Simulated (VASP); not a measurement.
A run of VASP 6.6.1 is set up as follows.

POSCAR

```
NaGeCl3
1.0
    5.2687335031      0.0000000000      0.0000000000
    0.0000000000      5.1908704464      0.0000000000
    0.0000000000      0.0000000000      5.1908704464
Na Ge Cl
1 1 3
Direct
    0.0000000000      0.0000000000      0.0000000000
    0.5000000000      0.5000000000      0.5000000000
    0.5000000000      0.5000000000      0.0000000000
    0.5000000000      0.0000000000      0.5000000000
    0.0000000000      0.5000000000      0.5000000000
```

The input INCAR.step1:

```
PREC = Accurate
ENCUT = 520
ISMEAR = 0
SIGMA = 0.01
LREAL = False
LASPH = True
NELM = 100
NBANDS = 29
GGA = PE
ALGO = Normal
EDIFF = 1E-4
LWAVE = True
LCHARG = False
```

The input INCAR.step2:

```
PREC = Accurate
ENCUT = 520
EDIFF = 1E-6
ISMEAR = 0
SIGMA = 0.01
LREAL = False
LASPH = True
NELM = 100
ALGO = Normal
ISIF = 2
LWAVE = False
LCHARG = True
METAGGA = R2SCAN
LMIXTAU = True
LELF = True
LVHAR = True
NBANDS = 29
ISTART = 1
```

KPOINTS

```
Automatic mesh
0
Gamma
  6 6 6
```

Potentials or basis: VASP PAW PBE potentials, release 64 (Na_pv, Ge_d, Cl).

Run with:

```console
$ cat potpaw_PBE.64/Na_pv/POTCAR potpaw_PBE.64/Ge_d/POTCAR potpaw_PBE.64/Cl/POTCAR > POTCAR
$ cp INCAR.step1 INCAR
$ mpirun -np 1 vasp_std > vasp.out
$ cp INCAR.step2 INCAR
$ mpirun -np 1 vasp_std > vasp.out
```

Task: What does it give for the pressure?

Result: -0.7 GPa.

Task: What does it give for the band gap on the k mesh?

Result: 0.78 eV.

Stress tensor (GPa, compression positive):
```
-1.21  0.00  0.00
 0.00 -0.49  0.00
 0.00  0.00 -0.49
```

Caveat: the cell differs from its parent crystal (uniaxial x strain +1.5%); semilocal functionals underestimate gaps, and a narrow one can read as zero; the PAW data sets were made with another functional, which shifts forces and pressure a little. A k mesh can miss the band edges.
